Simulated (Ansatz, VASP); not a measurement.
WSe2 in VASP and in Ansatz

The input INCAR:

```
ALGO = Normal
DIPOL = 0.5 0.5 0.398
EDIFF = 1E-6
ENCUT = 520
GGA = PE
IDIPOL = 3
ISIF = 2
ISMEAR = 0
IVDW = 12
LASPH = T
LCHARG = F
LDIPOL = T
LREAL = F
LWAVE = F
NBANDS = 35
NELM = 100
PREC = Accurate
SIGMA = 0.05
```

File KPOINTS:

```
k-points
0
Gamma
  9 9 1
```

POSCAR

```
WSe2
1.0
    3.2854807123      0.0000000000      0.0000000000
   -1.6427403561      2.8453097605      0.0000000000
    0.0000000000      0.0000000000     24.2386612352
Se W
4 2
Direct
    0.3333333333      0.6666666667      0.1856538179
    0.3333333333      0.6666666667      0.3246602831
    0.5000000000      1.0000000000      0.4715330812
    0.5000000000      1.0000000000      0.6105395464
    0.6666666667      0.3333333333      0.2551570505
    0.1666666667      1.3333333333      0.5410363138
```

Input for Ansatz:

```yaml
crystal:
  lattice:
    - [3.2854807123, 0.0, 0.0]
    - [-1.6427403561, 2.8453097605, 0.0]
    - [0.0, 0.0, 24.2386612352]
  atoms:
    - { symbol: Se, position: [0.3333333333, 0.6666666667, 0.1856538179] }
    - { symbol: W, position: [0.6666666667, 0.3333333333, 0.2551570505] }
    - { symbol: Se, position: [0.3333333333, 0.6666666667, 0.3246602831] }
    - { symbol: Se, position: [0.5, 1.0, 0.4715330812] }
    - { symbol: W, position: [0.1666666667, 1.3333333333, 0.5410363138] }
    - { symbol: Se, position: [0.5, 1.0, 0.6105395464] }
basis:
  ecutwfc: 420
kpoints:
  mp_grid: { grid: [9, 9, 1] }
hamiltonian:
  xc: pbe
  pseudopotentials: { kind: paw, azcp: { folder: soft_1 } }
  dispersion: d3bj
scf:
  occupations: { method: gaussian, width: 0.05 }
output:
  forces: true
  eigenvalues: true
  write_density: true
  write_potential: true
  elf: true
  volumetric_format: npy
efield:
  axis: 3
  dipole_correction: true
  ramp_width: 0.04
```

Alike in both runs: task single point; functional PBE; dispersion D3(BJ); k mesh 9 × 9 × 1; occupations gaussian, width 0.05 eV; no spin polarisation.

```csv
,VASP,Ansatz
version,VASP 6.6.1,Ansatz 0.2.0
potentials or method,"VASP PAW PBE potentials, release 64 (Se, W_sv), cutoff 520 eV","scalar-relativistic, plane waves, PAW"
valence electrons in the cell,52,92
```

|  | VASP | Ansatz | Ansatz less VASP |
| --- | --- | --- | --- |
| gap on the k mesh at the Fermi level (eV) | 1.54 | 1.54 | -0.001 |
| least direct gap on the mesh (eV) | 1.65 | 1.65 | +0.004 |
| rms of the force components (eV/Å) | 0.033 | 0.018 | -0.0145 |

VASP's potentials hold 52 valence electrons a cell and Ansatz's 92, so a difference there can come from the potentials and not from the codes. Ansatz's warnings: xc potential rough in thin density.

Spin-orbit coupling is off throughout.
